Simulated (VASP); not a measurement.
# Ir (P6/mmm) in VASP: further runs

Ir is run at these levels: PBE+U, PBE; tasks: single point, relaxation of shape and atoms at fixed volume, relaxation of cell and atoms.

Everything below comes from runs of VASP 6.6.1. Logs are shortened: lines on timing, memory, paths and dates and some standing lists are left out, and cuts for length are marked.

## (1) The cell of the first run

Symmetry: P6/mmm, No. 191, hexagonal system. The conventional cell has a = 4.312 Å, b = 4.312 Å, c = 2.649 Å, α = 90.00°, β = 90.00°, γ = 120.00°. Within 3.5 Å of Ir (site symmetry 6/mmm) lie 14 Ir at 2.65 to 2.82 Å. Ir (site symmetry -6m2) has 11 Ir at 2.49 to 2.82 Å within 3.3 Å.

This isn't the form of Ir at room conditions, which is fcc.

## (2) Single point, PBE+U

Contents of INCAR:

```
SYSTEM = Ir
ALGO = Normal
EDIFF = 1E-6
ENCUT = 500
GGA = PE
GGA_COMPAT = .False.
ISIF = 2
ISMEAR = -1
LASPH = .True.
LCHARG = .False.
LDAU = .True.
LDAUJ = 0
LDAUL = 2
LDAUPRINT = 1
LDAUTYPE = 2
LDAUU = 2
LMAXMIX = 4
LREAL = .False.
LWAVE = .False.
NBANDS = 20
NELM = 200
PREC = Accurate
SIGMA = 0.08
```

Contents of KPOINTS:

```
k-points
0
Gamma
  8 8 11
  0 0 0
```

Contents of POSCAR:

```
Ir
1.0
    4.3118554429      0.0000000000      0.0000000000
   -2.1559277214      3.7341763510      0.0000000000
    0.0000000000      0.0000000000      2.6494535959
Ir
3
Direct
    0.0000000000      0.0000000000      0.0000000000
    0.3333333333      0.6666666667      0.5000000000
    0.6666666667      0.3333333333      0.5000000000
```

Potentials or basis: VASP PAW PBE potentials, release 64 (Ir).

On the command line:

```sh
cat potpaw_PBE.64/Ir/POTCAR > POTCAR
mpirun -np 1 vasp_std > vasp.out
```

OUTCAR:

```text
SYSTEM = Ir
   EDIFF = 1E-6
   ENCUT = 500
   GGA = PE
   ISIF = 2
   ISMEAR = -1
   LASPH = .True.
   LREAL = .False.
   NELM = 200
   PREC = Accurate

 ion  position               nearest neighbor table
   1  0.000  0.000  0.000-   2 2.82   3 2.82   2 2.82   3 2.82   2 2.82   2 2.82   3 2.82   3 2.82
                             3 2.82   3 2.82   2 2.82   2 2.82
   2  0.333  0.667  0.500-   3 2.49   3 2.49   3 2.49   1 2.82   1 2.82   1 2.82   1 2.82   1 2.82
                             1 2.82
   3  0.667  0.333  0.500-   2 2.49   2 2.49   2 2.49   1 2.82   1 2.82   1 2.82   1 2.82   1 2.82
                             1 2.82

  LATTYP: Found a hexagonal cell.
 ALAT       =     4.3118554429
 C/A-ratio  =     0.6144578896

  Lattice vectors:

 A1 = (   4.3118554429,   0.0000000000,   0.0000000000)
 A2 = (  -2.1559277214,   3.7341763510,   0.0000000000)
 A3 = (   0.0000000000,   0.0000000000,   2.6494535959)

Analysis of symmetry for initial positions (statically):
=====================================================================
 Subroutine PRICEL returns:
 Original cell was already a primitive cell.

 Routine SETGRP: Setting up the symmetry group for a
 hexagonal supercell.

 Subroutine GETGRP returns: Found 24 space group operations
 (whereof 24 operations were pure point group operations)
 out of a pool of 24 trial point group operations.

The static configuration has the point symmetry D_6h.

Analysis of symmetry for dynamics (positions and initial velocities):
=====================================================================
 Subroutine PRICEL returns:
 Original cell was already a primitive cell.

 Routine SETGRP: Setting up the symmetry group for a
 hexagonal supercell.

 Subroutine GETGRP returns: Found 24 space group operations
 (whereof 24 operations were pure point group operations)
 out of a pool of 24 trial point group operations.

The dynamic configuration has the point symmetry D_6h.

 Subroutine INISYM returns: Found 24 space group operations
 (whereof 24 operations are pure point group operations),
 and found     1 'primitive' translations

----------------------------------------------------------------------------------------

                                     Primitive cell

  volume of cell :      42.6595

  direct lattice vectors                    reciprocal lattice vectors
     4.311855443  0.000000000  0.000000000     0.231918721  0.133898336  0.000000000
    -2.155927721  3.734176351  0.000000000     0.000000000  0.267796672  0.000000000
     0.000000000  0.000000000  2.649453596     0.000000000  0.000000000  0.377436314

  length of vectors
     4.311855443  4.311855443  2.649453596     0.267796672  0.267796672  0.377436314

  position of ions in fractional coordinates (direct lattice)
     0.000000000  0.000000000  0.000000000
     0.333333333  0.666666667  0.500000000
     0.666666667  0.333333333  0.500000000

  ion indices of the primitive-cell ions
   primitive index   ion index
                 1           1
                 2           2
                 3           3

----------------------------------------------------------------------------------------

 KPOINTS: k-points

Automatic generation of k-mesh.
 Grid dimensions read from file:
 generate k-points for:    8    8   11

 Generating k-lattice:

  Cartesian coordinates                     Fractional coordinates (reciprocal lattice)
     0.028989840  0.016737292  0.000000000     0.125000000  0.000000000  0.000000000
     0.000000000  0.033474584  0.000000000     0.000000000  0.125000000  0.000000000
     0.000000000  0.000000000  0.034312392     0.000000000  0.000000000  0.090909091

  Length of vectors
     0.033474584  0.033474584  0.034312392

  Shift w.r.t. Gamma in fractional coordinates (k-lattice)
     0.000000000  0.000000000  0.000000000

 Subroutine IBZKPT returns following result:
 ===========================================

 Found     60 irreducible k-points:

 Following reciprocal coordinates:
            Coordinates               Weight
  0.000000  0.000000  0.000000      1.000000
  0.125000  0.000000  0.000000      6.000000
  0.250000  0.000000  0.000000      6.000000
  0.375000  0.000000  0.000000      6.000000
  0.500000  0.000000  0.000000      3.000000
  0.125000  0.125000  0.000000      6.000000
[... 16 lines left out ...]
  0.250000  0.000000  0.181818     12.000000
  0.375000  0.000000  0.181818     12.000000
 [... further k-points ...]
   k-points           NKPTS =     60   k-points in BZ     NKDIM =     60   number of bands    NBANDS=     20
   number of dos      NEDOS =    301   number of ions     NIONS =      3
   total plane-waves  NPLWV =  20480
   dimension x,y,z NGX =    32 NGY =   32 NGZ =   20
   dimension x,y,z NGXF=    64 NGYF=   64 NGZF=   40
   ions per type =               3
   NGX,Y,Z   is equivalent  to a cutoff of  12.34, 12.34, 12.55 a.u.
   NGXF,Y,Z  is equivalent  to a cutoff of  24.68, 24.68, 25.10 a.u.
 SYSTEM =  Ir
   PREC   = accura    normal or accurate (medium, high low for compatibility)
   ISTART =      0    job   : 0-new  1-cont  2-samecut
   ICHARG =      2    charge: 1-file 2-atom 10-const
   ISPIN  =      1    spin polarized calculation?
   LNONCOLLINEAR =      F non collinear calculations
   LSORBIT =      F    spin-orbit coupling
   LASPH  =      T    aspherical Exc in radial PAW
   ENCUT  =  500.0 eV  36.75 Ry    6.06 a.u.   7.86  7.86  4.83*2*pi/ulx,y,z
   NELM   =    200;   NELMIN=  2; NELMDL= -5     # of ELM steps
   EDIFF  = 0.1E-05   stopping-criterion for ELM
   LREAL  =      F    real-space projection
   EDIFFG = 0.1E-04   stopping-criterion for IOM
   NSW    =      0    number of steps for IOM
   IBRION =     -1    ionic relax: 0-MD 1-quasi-New 2-CG
   NFREE  =      0    steps in history (QN), initial steepest desc. (CG)
   ISIF   =      2    stress and relaxation
   ISYM   =      2    0-nonsym 1-usesym 2-fastsym
   POTIM  = 0.5000    time-step for ionic-motion
   TEBEG  =    0.0;   TEEND  =   0.0 temperature during run
   PSTRESS=    0.0 pullay stress
   NELECT =      27.0000    total number of electrons
   NUPDOWN=      -1.0000    fix difference up-down
   EMIN   =  10.00;   EMAX   =-10.00  energy-range for DOS
   EFERMI =   0.00;   METHOD = LEGACY
   ISMEAR =    -1;   SIGMA  =   0.08  broadening in eV -4-tet -1-fermi 0-gaus
   EFERMI_NEDOS =   21; number of points for ismear=-14 and -15
   IALGO  =     38    algorithm
   IMIX   =      4    mixing-type and parameters
     AMIX     =   0.40;   BMIX     =  1.00
     AMIX_MAG =   1.60;   BMIX_MAG =  1.00
  volume/ion in A,a.u.               =      14.22        95.96
  Fermi-wavevector in a.u.,A,eV,Ry     =   1.405587  2.656174 26.880677  1.975674
  Thomas-Fermi vector in A             =   2.528033
   LORBIT       =      0    0 simple, 1 ext, 2 COOP (PROOUT), +10 PAW based schemes
 LDA+U is selected, type is set to LDAUTYPE =  2
   angular momentum for each species LDAUL =     2
   U (eV)           for each species LDAUU =   2.0
   J (eV)           for each species LDAUJ =   0.0
   GGA     = PE    functional components
   LHFCALC =     F    Hartree Fock is set to
   AEXX    =    0.0000 exact exchange contribution
   IVDW    =     0    specifies the selected vdW correction
   LEPSILON=     F    determine dielectric tensor
   LRPA    =     F    only Hartree local field effects (RPA)
 non-spin polarized calculation
  energy-cutoff  :      500.00
  volume of cell :       42.66
 maximum number of plane-waves:      1095
 NGX is ok and might be reduce to    32
   NGX = 15   NGY = 15   NGZ =  9

atom =   1  type =  1  l = 2

 onsite density matrix

spin component  1

  0.7414 -0.0000 -0.0000  0.0000  0.0000
 -0.0000  0.6938 -0.0000  0.0000 -0.0000
 -0.0000 -0.0000  0.7180  0.0000  0.0000
  0.0000  0.0000  0.0000  0.6938 -0.0000
  0.0000 -0.0000  0.0000 -0.0000  0.7414
[... 77 lines left out ...]
  o =  0.6920  v =  0.0366 -0.0000 -0.0000  0.0000  0.9993  0.0000  0.0000  0.0000  0.0000  0.0000      0.0000  0.0000  0.0000  0.0000  0.0000  0.0000  0.0000  0.0000  0.0000  0.0000
  o =  0.6920  v =  0.0000  0.0000  0.0000  0.0000  0.0000  0.0366 -0.0000 -0.0000  0.0000  0.9993      0.0000  0.0000  0.0000  0.0000  0.0000  0.0000  0.0000  0.0000  0.0000  0.0000
  o =  0.6920  v =  0.0000  0.0000  0.0000  0.0000  0.0000  0.9993 -0.0000  0.0000 -0.0000 -0.0366      0.0000  0.0000  0.0000  0.0000  0.0000  0.0000  0.0000  0.0000  0.0000  0.0000
  o =  0.6920  v =  0.9993 -0.0000  0.0000 -0.0000 -0.0366  0.0000  0.0000  0.0000  0.0000  0.0000      0.0000  0.0000  0.0000  0.0000  0.0000  0.0000  0.0000  0.0000  0.0000  0.0000
  o =  0.7068  v = -0.0000  0.0000  1.0000 -0.0000  0.0000  0.0000  0.0000  0.0000  0.0000  0.0000      0.0000  0.0000  0.0000  0.0000  0.0000  0.0000  0.0000  0.0000  0.0000  0.0000
  o =  0.7068  v =  0.0000  0.0000  0.0000  0.0000  0.0000 -0.0000  0.0000  1.0000 -0.0000  0.0000      0.0000  0.0000  0.0000  0.0000  0.0000  0.0000  0.0000  0.0000  0.0000  0.0000
  o =  0.7695  v = -0.0000  0.6899 -0.0000 -0.7239  0.0000  0.0000  0.0000  0.0000  0.0000  0.0000      0.0000  0.0000  0.0000  0.0000  0.0000  0.0000  0.0000  0.0000  0.0000  0.0000
  o =  0.7695  v =  0.0000  0.0000  0.0000  0.0000  0.0000 -0.0000  0.6899 -0.0000 -0.7239  0.0000      0.0000  0.0000  0.0000  0.0000  0.0000  0.0000  0.0000  0.0000  0.0000  0.0000
  o =  0.7695  v =  0.0000  0.0000  0.0000  0.0000  0.0000  0.0000  0.7239 -0.0000  0.6899  0.0000      0.0000  0.0000  0.0000  0.0000  0.0000  0.0000  0.0000  0.0000  0.0000  0.0000
  o =  0.7695  v =  0.0000  0.7239 -0.0000  0.6899  0.0000  0.0000  0.0000  0.0000  0.0000  0.0000      0.0000  0.0000  0.0000  0.0000  0.0000  0.0000  0.0000  0.0000  0.0000  0.0000

 number of electron      27.0000002 magnetization

 Free energy of the ion-electron system (eV)
  ---------------------------------------------------
  ext. energy  EPLUGINS =         0.00000000
  ---------------------------------------------------
  free energy    TOTEN  =       -19.38002717 eV

  energy without entropy =      -19.28610237  energy(sigma->0) =      -19.33306477

 E-fermi :   9.9227     XC(G=0): -13.9191

 val. band max:        9.9187147898   @ k =   0.3750   0.1250   0.1818
 cond. band min:       9.9271103817   @ k =   0.2500   0.1250   0.1818
 fundamental gap:      0.0083955919
 Fermi energy:         9.9227395869

 k-point     1 :       0.0000    0.0000    0.0000
  band No.  band energies     occupation
      1      -0.7464      2.00000
      2       2.5515      2.00000
      3       4.9919      2.00000
      4       5.3296      2.00000
      5       5.3296      2.00000
      6       5.3567      2.00000
[... 12 lines left out ...]
     19      18.8064      0.00000
[... 513 lines left out ...]
      4       4.1536      2.00000
      5       4.4663      2.00000
      6       5.4013      2.00000
[... 12 lines left out ...]
     19      17.5803      0.00000
     20      22.2842      0.00000

 [... further k-points ...]
[... 5 lines left out ...]
  --------------------------------------------------------------------------------------
  -------------------------------------------------------------------------------------
  Total        3.0193775      3.0193775      2.9595916      0.0000000      0.0000000      0.0000000
  in kB      113.3998960    113.3998960    111.1544962      0.0000000      0.0000000      0.0000000
  external PRESSURE =     112.6514294 kB  Pullay stress =       0.0000000 kB

 VOLUME and BASIS-vectors are now :
 -----------------------------------------------------------------------------
  energy-cutoff  :      500.00
  volume of cell :       42.66
      direct lattice vectors                 reciprocal lattice vectors
     4.311855443  0.000000000  0.000000000     0.231918721  0.133898336  0.000000000
    -2.155927721  3.734176351  0.000000000     0.000000000  0.267796672  0.000000000
     0.000000000  0.000000000  2.649453596     0.000000000  0.000000000  0.377436314

 POSITION                                       TOTAL-FORCE (eV/Angst)
 -----------------------------------------------------------------------------------
      0.00000      0.00000      0.00000        -0.000000     -0.000000      0.000000
     -0.00000      2.48945      1.32473         0.000000     -0.000000      0.000000
      2.15593      1.24473      1.32473        -0.000000      0.000000     -0.000000
 -----------------------------------------------------------------------------------
    total drift:                               -0.000000      0.000000      0.000000

  FREE ENERGIE OF THE ION-ELECTRON SYSTEM (eV)
  ---------------------------------------------------
  free  energy   TOTEN  =       -19.3800271695 eV

  energy  without entropy=      -19.2861023725  energy(sigma->0) =      -19.33306477
```

Wall time 22 s (1 thread of AMD EPYC 9R45 (Zen 5), shared host); peak memory 0.15 GiB.

What came out:

| Property | Result |
| --- | --- |
| Free energy | -19.3800 eV |
| Pressure | 11.3 GPa |
| Band gap on the k mesh | zero (an odd number of electrons rules out a gap without spin polarisation) |

Stress tensor (GPa, compression positive):
```
11.34  0.00  0.00
 0.00 11.34  0.00
 0.00  0.00 11.12
```

Eigenvalues of the final occupation matrices:
```csv
site,spin,trace,eigenvalues
site 1 d,1,3.59,0.69 0.69 0.72 0.74 0.74
site 1 d,2,3.59,0.69 0.69 0.72 0.74 0.74
site 2 d,1,3.63,0.69 0.69 0.71 0.77 0.77
site 2 d,2,3.63,0.69 0.69 0.71 0.77 0.77
site 3 d,1,3.63,0.69 0.69 0.71 0.77 0.77
site 3 d,2,3.63,0.69 0.69 0.71 0.77 0.77
```

Caveat: the cell stands under pressure; spin-orbit coupling is left out, which moves the levels of the heavy elements; U without spin polarisation on a metal has little footing; the U is typed as a test and isn't derived for this compound.

(Continued in part 2 of 2.)
